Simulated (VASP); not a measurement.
Runs of VASP 6.6.1 on Al. The structure is that of space group P6_3/mmc (No. 194), or close to it. The cells are those of the table. 

| cell | gap on the mesh (eV) | pressure (GPa) |
| --- | --- | --- |
| a = 2.789, b = 2.789, c = 9.062 Å, angles 90.0, 90.0, 120.0°, 4 atoms | none | 3.5 |
| a = 2.750, b = 2.750, c = 8.934 Å, angles 90.0, 90.0, 120.0°, 4 atoms | none | (b) |
| a = 2.827, b = 2.827, c = 9.186 Å, angles 90.0, 90.0, 120.0°, 4 atoms | none | (a) |
| a = 2.936, b = 2.936, c = 9.540 Å, angles 90.0, 90.0, 120.0°, 4 atoms | none | -7.3 |
| a = 2.709, b = 2.709, c = 8.803 Å, angles 90.0, 90.0, 120.0°, 4 atoms | none | 13.9 |
| a = 2.901, b = 2.901, c = 9.425 Å, angles 90.0, 90.0, 120.0°, 4 atoms | none | -5.5 |

Alike in all rows: task single point; level LDA; potentials or basis VASP PAW LDA potentials, release 64 (Al); no spin polarisation; k mesh 9 × 9 × 3; cutoff (eV) 520; smearing fermi-dirac 0.15 eV.

Q: Estimate the missing entries.

A: (a) -0.2; (b) 8.2.

A gap of «none» marks levels without a gap at the run's occupations.
